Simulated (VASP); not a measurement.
Input of a VASP 6.6.1 run:

The input POSCAR:

```
Te2Mo
1.0
    3.5612561764      0.0000000000      0.0000000000
   -1.7806280882      3.0841383181      0.0000000000
    0.0000000000      0.0000000000     17.5238001931
Te Mo
2 1
Direct
    0.3333333333      0.6666666667      0.8979077081
    0.3333333333      0.6666666667      0.1020922919
    0.0000000000      0.0000000000      0.0051358723
```

Contents of INCAR.step1:

```
SYSTEM = Te2Mo
  PREC = Accurate
  ENCUT = 520
  ISMEAR = 0
  SIGMA = 0.05
  LREAL = .FALSE.
  LASPH = .TRUE.
  NELM = 100
  NBANDS = 20
  GGA = PE
  ALGO = Normal
  EDIFF = 1E-4
  LWAVE = .TRUE.
  LCHARG = .FALSE.
```

INCAR.step2

```
SYSTEM = Te2Mo
  PREC = Accurate
  ENCUT = 520
  EDIFF = 1E-6
  ISMEAR = 0
  SIGMA = 0.05
  LREAL = .FALSE.
  LASPH = .TRUE.
  NELM = 100
  ALGO = Normal
  ISIF = 2
  LWAVE = .FALSE.
  LCHARG = .FALSE.
  METAGGA = R2SCAN
  LMIXTAU = .TRUE.
  NBANDS = 20
  ISTART = 1
```

The input KPOINTS:

```
Automatic mesh
0
G
  12 12 2
  0 0 0
```

Potentials or basis: VASP PAW PBE potentials, release 64 (Te, Mo_sv).

Run with:

```sh
$ cat potpaw_PBE.64/Te/POTCAR potpaw_PBE.64/Mo_sv/POTCAR > POTCAR
$ cp INCAR.step1 INCAR
$ mpirun -np 1 vasp_std > vasp.out
$ cp INCAR.step2 INCAR
$ mpirun -np 1 vasp_std > vasp.out
```

Problem. Predict the largest force.

Solution. 1.984 eV/Å.

Problem. What does it give for the band gap on the k mesh?

Solution. 1.13 eV.

Forces on the atoms (eV/Å):
```
Te   0.000  0.000  0.846
Te   0.000  0.000  1.138
Mo   0.000  0.000 -1.984
```

Caveat: the cell differs from its parent crystal (atom 3 (Mo) moved +0.090 Å along Cartesian [0 0 1]); the PAW data sets were made with another functional, which shifts forces and pressure a little; spin-orbit coupling is left out, which moves the levels of the heavy elements.
